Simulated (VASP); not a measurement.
Wanted: the native input for a VASP 6.6.1 run.

* Task: single point
* Functional: RPBE
* Potentials or basis: VASP PAW PBE potentials, release 64 (Al)
* Cutoff: 520 eV
* k mesh: 14 × 14 × 4
* Occupations: fermi-dirac, width 0.1 eV
* Spin: no spin polarisation
* Dipole correction: no
* Further INCAR settings: ALGO = Normal; EDIFF = 1e-07; NBANDS = 14

The structure of Al lies in POSCAR:

```
Al
1.0
    2.9735425774      0.0000000000      0.0000000000
   -1.4867712887      2.5751634113      0.0000000000
    0.0000000000      0.0000000000      9.8674117359
Al
4
Direct
    0.0000000000      1.0000000000      0.0000000000
    0.0000000000      1.0000000000      0.5000000000
    0.3333333333      0.6666666667      0.2500000000
    0.6666666667      0.3333333333      0.7500000000
```

This isn't the form of Al at room conditions, which is fcc.

One way to write it, as run:

INCAR

```
SYSTEM = Al
ALGO     = Normal         ! electronic algorithm
EDIFF    = 1E-7           ! SCF threshold, eV
ENCUT    = 520            ! plane-wave cutoff, eV
GGA      = RP             ! functional
ISIF     = 2              ! what is computed and relaxed
ISMEAR   = -1             ! smearing method
LASPH    = .TRUE.         ! aspherical terms in the spheres
LCHARG   = .TRUE.         ! write CHGCAR
LELF     = .TRUE.         ! ELF
LREAL    = .FALSE.        ! projectors in reciprocal space
LVHAR    = .TRUE.       
LWAVE    = .FALSE.        ! write WAVECAR
NBANDS   = 14             ! bands
NELM     = 100            ! most SCF steps
PREC     = Accurate       ! precision mode
SIGMA    = 0.1            ! smearing width, eV
```

KPOINTS

```
k-points
0
G
  14 14 4
  0 0 0
```

Potentials or basis: VASP PAW PBE potentials, release 64 (Al).

Launch:

```bash
$ cat potpaw_PBE.64/Al/POTCAR > POTCAR
$ mpirun -np 1 vasp_std > vasp.out
```

Results of the run:

- Pressure: -6.6 GPa
- Band gap on the k mesh: zero (bands 6 and 7 overlap by 5.11 eV)

Caveat: the cell stands under tension; the PAW data sets were made with another functional, which shifts forces and pressure a little.

It took 71 s on 1 thread of Intel Xeon 8259CL (shared host), peak memory 0.22 GiB.
